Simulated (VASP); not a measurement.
# CsTl (NaTl type) (Fd-3m) in VASP: a series of runs

Runs on CsTl (NaTl type). Level: PBEsol. Tasks: electric field gradients, density of states.

Program: VASP 6.6.1. These are calculated values, not measurements. Logs are shortened: lines on timing, memory, paths and dates and some standing lists are left out, and cuts for length are marked.

## Step 1: The cell of the first run

Symmetry: Fd-3m, No. 227, cubic system. Conventional cell: a = 8.512 Å, b = 8.512 Å, c = 8.512 Å, α = 90.00°, β = 90.00°, γ = 90.00°. Cs (site symmetry -43m) has 10 Tl at 3.69 to 4.26 Å and 4 Cs at 3.69 Å within 4.8 Å. Within 4.8 Å of Tl (site symmetry -43m) lie 10 Cs at 3.69 to 4.26 Å and 4 Tl at 3.69 Å.

## Step 2: Electric field gradients, PBEsol

Input file INCAR:

```
  ALGO = Normal
  EDIFF = 1E-8
  ENCUT = 520
  GGA = PS
  ISIF = 2
  ISMEAR = -1
  LASPH = True
  LCHARG = False
  LEFG = True
  LREAL = False
  LWAVE = False
  NBANDS = 30
  NELM = 60
  PREC = Accurate
  SIGMA = 0.05
```

Input file KPOINTS:

```
k-points
0
Gamma
  6 6 6
```

Input file POSCAR:

```
CsTl
1.0
    0.0000000000      4.2560495391      4.2560495391
    4.2560495391      0.0000000000      4.2560495391
    4.2560495391      4.2560495391      0.0000000000
Cs Tl
2 2
Direct
    0.1250000000      0.1250000000      0.1250000000
   -0.1250000000     -0.1250000000     -0.1250000000
    0.3750000000      0.3750000000      0.3750000000
   -0.3750000000     -0.3750000000     -0.3750000000
```

Potentials or basis: VASP PAW PBE potentials, release 64 (Cs_sv, Tl_d).

Run with:

```console
> cat potpaw_PBE.64/Cs_sv/POTCAR potpaw_PBE.64/Tl_d/POTCAR > POTCAR
> mpirun -np 1 vasp_std > vasp.out
```

OUTCAR:

```text
EDIFF = 1E-8
   ENCUT = 520
   GGA = PS
   ISIF = 2
   ISMEAR = -1
   LASPH = True
   LREAL = False
   NELM = 60
   PREC = Accurate

 ion  position               nearest neighbor table
   1  0.125  0.125  0.125-
   2  0.875  0.875  0.875-
   3  0.375  0.375  0.375-   4 3.69   4 3.69   4 3.69   4 3.69
   4  0.625  0.625  0.625-   3 3.69   3 3.69   3 3.69   3 3.69

  LATTYP: Found a face centered cubic cell.
 ALAT       =     8.5120990782

  Lattice vectors:

 A1 = (   0.0000000000,   4.2560495391,   4.2560495391)
 A2 = (   4.2560495391,   0.0000000000,   4.2560495391)
 A3 = (   4.2560495391,   4.2560495391,   0.0000000000)

Analysis of symmetry for initial positions (statically):
=====================================================================
 Subroutine PRICEL returns:
 Original cell was already a primitive cell.

 Routine SETGRP: Setting up the symmetry group for a
 face centered cubic supercell.

 Subroutine GETGRP returns: Found 48 space group operations
 (whereof 12 operations were pure point group operations)
 out of a pool of 48 trial point group operations.

The static configuration has the point symmetry D_3d.
 The point group associated with its full space group is O_h .

Analysis of symmetry for dynamics (positions and initial velocities):
=====================================================================
 Subroutine PRICEL returns:
 Original cell was already a primitive cell.

 Routine SETGRP: Setting up the symmetry group for a
 face centered cubic supercell.

 Subroutine GETGRP returns: Found 48 space group operations
 (whereof 12 operations were pure point group operations)
 out of a pool of 48 trial point group operations.

The dynamic configuration has the point symmetry D_3d.
 The point group associated with its full space group is O_h .

 Subroutine INISYM returns: Found 48 space group operations
 (whereof 12 operations are pure point group operations),
 and found     1 'primitive' translations

----------------------------------------------------------------------------------------

                                     Primitive cell

  volume of cell :     154.1878

  direct lattice vectors                    reciprocal lattice vectors
     0.000000000  4.256049539  4.256049539    -0.117479836  0.117479836  0.117479836
     4.256049539  0.000000000  4.256049539     0.117479836 -0.117479836  0.117479836
     4.256049539  4.256049539  0.000000000     0.117479836  0.117479836 -0.117479836

  length of vectors
     6.018962980  6.018962980  6.018962980     0.203481044  0.203481044  0.203481044

  position of ions in fractional coordinates (direct lattice)
     0.125000000  0.125000000  0.125000000
     0.875000000  0.875000000  0.875000000
     0.375000000  0.375000000  0.375000000
     0.625000000  0.625000000  0.625000000

  ion indices of the primitive-cell ions
   primitive index   ion index
                 1           1
                 2           2
                 3           3
                 4           4

----------------------------------------------------------------------------------------

 KPOINTS: k-points

Automatic generation of k-mesh.
 Grid dimensions read from file:
 generate k-points for:    6    6    6

 Generating k-lattice:

  Cartesian coordinates                     Fractional coordinates (reciprocal lattice)
    -0.019579973  0.019579973  0.019579973     0.166666667  0.000000000  0.000000000
     0.019579973 -0.019579973  0.019579973     0.000000000  0.166666667  0.000000000
     0.019579973  0.019579973 -0.019579973     0.000000000  0.000000000  0.166666667

  Length of vectors
     0.033913507  0.033913507  0.033913507

  Shift w.r.t. Gamma in fractional coordinates (k-lattice)
     0.000000000  0.000000000  0.000000000

 Subroutine IBZKPT returns following result:
 ===========================================

 Found     16 irreducible k-points:

 Following reciprocal coordinates:
            Coordinates               Weight
  0.000000  0.000000  0.000000      1.000000
  0.166667  0.000000  0.000000      8.000000
  0.333333  0.000000  0.000000      8.000000
  0.500000  0.000000  0.000000      4.000000
  0.166667  0.166667  0.000000      6.000000
  0.333333  0.166667  0.000000     24.000000
[... 8 lines left out ...]
 -0.333333  0.333333  0.166667     24.000000
 -0.333333  0.500000  0.166667     12.000000
   k-points           NKPTS =     16   k-points in BZ     NKDIM =     16   number of bands    NBANDS=     30
   number of dos      NEDOS =    301   number of ions     NIONS =      4
   total plane-waves  NPLWV = 110592
   dimension x,y,z NGX =    48 NGY =   48 NGZ =   48
   dimension x,y,z NGXF=    96 NGYF=   96 NGZF=   96
   ions per type =               2   2
   NGX,Y,Z   is equivalent  to a cutoff of  13.26, 13.26, 13.26 a.u.
   NGXF,Y,Z  is equivalent  to a cutoff of  26.52, 26.52, 26.52 a.u.
 SYSTEM =  unknown system
   PREC   = accura    normal or accurate (medium, high low for compatibility)
   ISTART =      0    job   : 0-new  1-cont  2-samecut
   ICHARG =      2    charge: 1-file 2-atom 10-const
   ISPIN  =      1    spin polarized calculation?
   LNONCOLLINEAR =      F non collinear calculations
   LSORBIT =      F    spin-orbit coupling
   LASPH  =      T    aspherical Exc in radial PAW
   ENCUT  =  520.0 eV  38.22 Ry    6.18 a.u.  11.19 11.19 11.19*2*pi/ulx,y,z
   NELM   =     60;   NELMIN=  2; NELMDL= -5     # of ELM steps
   EDIFF  = 0.1E-07   stopping-criterion for ELM
   LREAL  =      F    real-space projection
   EDIFFG = 0.1E-06   stopping-criterion for IOM
   NSW    =      0    number of steps for IOM
   IBRION =     -1    ionic relax: 0-MD 1-quasi-New 2-CG
   NFREE  =      0    steps in history (QN), initial steepest desc. (CG)
   ISIF   =      2    stress and relaxation
   ISYM   =      2    0-nonsym 1-usesym 2-fastsym
   POTIM  = 0.5000    time-step for ionic-motion
   TEBEG  =    0.0;   TEEND  =   0.0 temperature during run
   PSTRESS=    0.0 pullay stress
   NELECT =      44.0000    total number of electrons
   NUPDOWN=      -1.0000    fix difference up-down
   EMIN   =  10.00;   EMAX   =-10.00  energy-range for DOS
   EFERMI =   0.00;   METHOD = LEGACY
   ISMEAR =    -1;   SIGMA  =   0.05  broadening in eV -4-tet -1-fermi 0-gaus
   EFERMI_NEDOS =   21; number of points for ismear=-14 and -15
   IALGO  =     38    algorithm
   IMIX   =      4    mixing-type and parameters
     AMIX     =   0.40;   BMIX     =  1.00
     AMIX_MAG =   1.60;   BMIX_MAG =  1.00
  volume/ion in A,a.u.               =      38.55       260.13
  Fermi-wavevector in a.u.,A,eV,Ry     =   1.077810  2.036766 15.805552  1.161675
  Thomas-Fermi vector in A             =   2.213732
   LORBIT       =      0    0 simple, 1 ext, 2 COOP (PROOUT), +10 PAW based schemes
   GGA     = PS    functional components
   LHFCALC =     F    Hartree Fock is set to
   AEXX    =    0.0000 exact exchange contribution
   IVDW    =     0    specifies the selected vdW correction
   LEPSILON=     F    determine dielectric tensor
   LRPA    =     F    only Hartree local field effects (RPA)
 non-spin polarized calculation
  energy-cutoff  :      520.00
  volume of cell :      154.19
 maximum number of plane-waves:      4184
 NGX is ok and might be reduce to    48
   NGX = 23   NGY = 23   NGZ = 23

 number of electron      43.9999998 magnetization

 Free energy of the ion-electron system (eV)
  ---------------------------------------------------
  ext. energy  EPLUGINS =         0.00000000
  ---------------------------------------------------
  free energy    TOTEN  =        -7.33878626 eV

  energy without entropy =       -7.32372443  energy(sigma->0) =       -7.33125535

 E-fermi :   3.8878     XC(G=0):  -9.0982

 val. band max:        3.8862281270   @ k =   0.1667   0.1667   0.0000
 cond. band min:       3.9054769978   @ k =   0.0000   0.0000   0.0000
 fundamental gap:      0.0192488708
 Fermi energy:         3.8878224240

 k-point     1 :       0.0000    0.0000    0.0000
  band No.  band energies     occupation
      1     -19.1135      2.00000
      2     -18.6765      2.00000
      3      -7.4747      2.00000
      4      -7.4747      2.00000
      5      -7.4747      2.00000
      6      -7.4120      2.00000
[... 22 lines left out ...]
     29       7.8035      0.00000
     30       9.4224      0.00000

 k-point     2 :       0.1667    0.0000    0.0000
  band No.  band energies     occupation
      1     -19.0925      2.00000
      2     -18.6990      2.00000
      3      -7.4838      2.00000
      4      -7.4838      2.00000
      5      -7.4444      2.00000
      6      -7.3999      2.00000
[... 22 lines left out ...]
     29       8.4258      0.00000
     30       9.3299      0.00000

 k-point     3 :       0.3333    0.0000    0.0000
  band No.  band energies     occupation
      1     -19.0413      2.00000
      2     -18.7531      2.00000
      3      -7.4826      2.00000
      4      -7.4826      2.00000
      5      -7.4271      2.00000
      6      -7.4154      2.00000
[... 22 lines left out ...]
     29       7.7559      0.00000
     30       9.3217      0.00000

 k-point     4 :       0.5000    0.0000    0.0000
  band No.  band energies     occupation
      1     -19.0065      2.00000
      2     -18.7893      2.00000
      3      -7.4602      2.00000
      4      -7.4602      2.00000
      5      -7.4508      2.00000
      6      -7.4508      2.00000
[... 352 lines left out ...]
     29       7.8790      0.00000
     30       8.5346      0.00000

 k-point    15 :      -0.3333    0.3333    0.1667
  band No.  band energies     occupation
      1     -18.9530      2.00000
      2     -18.8444      2.00000
      3      -7.4801      2.00000
      4      -7.4696      2.00000
      5      -7.4252      2.00000
      6      -7.3741      2.00000
[... 22 lines left out ...]
     29       7.9550      0.00000
     30       8.1411      0.00000

 k-point    16 :      -0.3333    0.5000    0.1667
  band No.  band energies     occupation
      1     -18.8989      2.00000
      2     -18.8989      2.00000
      3      -7.4676      2.00000
      4      -7.4676      2.00000
      5      -7.3989      2.00000
      6      -7.3989      2.00000
[... 22 lines left out ...]
     29       7.9075      0.00000
     30       7.9075      0.00000

------------------------ aborting loop because EDIFF is reached ----------------------------------------

  FORCE on cell =-STRESS in cart. coord.  units (eV):
  Direction    XX          YY          ZZ          XY          YZ          ZX
  --------------------------------------------------------------------------------------
  -------------------------------------------------------------------------------------
  Total        0.0329359      0.0329359      0.0329359     -0.0000000     -0.0000000      0.0000000
  in kB        0.3422390      0.3422390      0.3422390     -0.0000000     -0.0000000      0.0000000
  external PRESSURE =       0.3422390 kB  Pullay stress =       0.0000000 kB

 VOLUME and BASIS-vectors are now :
 -----------------------------------------------------------------------------
  energy-cutoff  :      520.00
  volume of cell :      154.19
      direct lattice vectors                 reciprocal lattice vectors
     0.000000000  4.256049539  4.256049539    -0.117479836  0.117479836  0.117479836
     4.256049539  0.000000000  4.256049539     0.117479836 -0.117479836  0.117479836
     4.256049539  4.256049539  0.000000000     0.117479836  0.117479836 -0.117479836

 POSITION                                       TOTAL-FORCE (eV/Angst)
 -----------------------------------------------------------------------------------
      1.06401      1.06401      1.06401        -0.000000      0.000000      0.000000
      7.44809      7.44809      7.44809         0.000000     -0.000000     -0.000000
      3.19204      3.19204      3.19204        -0.000000      0.000000     -0.000000
      5.32006      5.32006      5.32006         0.000000     -0.000000      0.000000
 -----------------------------------------------------------------------------------
    total drift:                                0.000000      0.000000      0.000000

  FREE ENERGIE OF THE ION-ELECTRON SYSTEM (eV)
  ---------------------------------------------------
  free  energy   TOTEN  =        -7.3387862644 eV

  energy  without entropy=       -7.3237244309  energy(sigma->0) =       -7.33125535

 Electric field gradients (V/A^2)
---------------------------------------------------------------------
 ion       V_xx      V_yy      V_zz      V_xy      V_xz      V_yz
---------------------------------------------------------------------
   1       0.000     0.000     0.000     0.000     0.000     0.000
   2       0.000     0.000     0.000     0.000     0.000     0.000
   3       0.000    -0.000     0.000     0.001     0.001     0.001
   4       0.000    -0.000     0.000     0.001     0.001     0.001
---------------------------------------------------------------------

 Electric field gradients after diagonalization (V/A^2)
 (convention: |V_zz| > |V_xx| > |V_yy|)
----------------------------------------------------------------------
 ion       V_xx      V_yy      V_zz     asymmetry (V_yy - V_xx)/ V_zz
----------------------------------------------------------------------
   1      -0.000    -0.000     0.000       0.000
   2      -0.000    -0.000     0.000       0.000
   3      -0.001    -0.001     0.002       0.000
   4      -0.001    -0.001     0.002       0.000
----------------------------------------------------------------------

           NMR quadrupolar parameters

 Cq : quadrupolar parameter    Cq=e*Q*V_zz/h
 eta: asymmetry parameters     (V_yy - V_xx)/ V_zz
 Q  : nuclear electric quadrupole moment in mb (millibarn)
----------------------------------------------------------------------
 ion       Cq(MHz)       eta       Q (mb)
----------------------------------------------------------------------
   1       0.000       0.000       1.000
   2       0.000       0.000       1.000
   3       0.000       0.000       1.000
   4       0.000       0.000       1.000
----------------------------------------------------------------------
```

Wall time 88 s (1 thread of AMD EPYC 7R43 (Zen 3), shared host); peak memory 0.3 GiB.

What came out:

| Item | Value |
| --- | --- |
| Free energy | -7.3388 eV |
| Pressure | 0.0 GPa |
| Band gap on the k mesh | zero (band 22 reaches 3.94 eV, above the bottom of band 23 at 3.72 eV) |

Caveat: without QUAD_EFG the Cq values of the log hold for a quadrupole moment of 1 mb, not for the nuclei; the PAW data sets were made with another functional, which shifts forces and pressure a little; spin-orbit coupling is left out, which moves the levels of the heavy elements.

## Step 3: Density of states, PBEsol

POSCAR is that of step 2.

Input file INCAR.step1:

```
SYSTEM = CsTl
PREC = Accurate
ENCUT = 520
EDIFF = 1E-7
ISMEAR = -1
SIGMA = 0.05
LREAL = .False.
LASPH = .True.
NELM = 80
ALGO = Normal
ISIF = 2
LWAVE = .False.
LCHARG = .True.
GGA = PS
NBANDS = 30
```

Input file KPOINTS.step1:

```
Automatic mesh
0
Gamma
  6 6 6
  0 0 0
```

Input file INCAR.step2:

```
SYSTEM = CsTl
PREC = Accurate
ENCUT = 520
EDIFF = 1E-7
ISMEAR = -5
SIGMA = 0.05
LREAL = .False.
LASPH = .True.
NELM = 80
ALGO = Normal
ISIF = 2
LWAVE = .False.
LCHARG = .False.
GGA = PS
LORBIT = 11
NBANDS = 30
NEDOS = 2001
ICHARG = 11
```

Input file KPOINTS.step2:

```
Automatic mesh
0
Gamma
  9 9 9
  0 0 0
```

Potentials or basis: VASP PAW PBE potentials, release 64 (Cs_sv, Tl_d).

Run with:

```console
> cat potpaw_PBE.64/Cs_sv/POTCAR potpaw_PBE.64/Tl_d/POTCAR > POTCAR
> cp INCAR.step1 INCAR
> cp KPOINTS.step1 KPOINTS
> mpirun -np 1 vasp_std > vasp.out
> cp INCAR.step2 INCAR
> cp KPOINTS.step2 KPOINTS
> mpirun -np 1 vasp_std > vasp.out
```

Run time: 7.8 min. Hardware: 1 thread of AMD EPYC 7R13, shared host; peak memory 0.34 GiB.

Results (log left out):

| Item | Value |
| --- | --- |
| Valence electrons inside the program's atomic spheres | Cs 6.58; Tl 11.19 |

Levels at points of the mesh, in eV from the Fermi level:
```
           k point  band 19  band 20  band 21  band 22  band 23  band 24  band 25  band 26
(0.00, 0.00, 0.00)    -7.22    -4.07     0.04     0.04     0.04     1.70     1.70     1.70
```

Caveat: the PAW data sets were made with another functional, which shifts forces and pressure a little; spin-orbit coupling is left out, which moves the levels of the heavy elements; tetrahedron occupations give inexact forces and stress in metals.
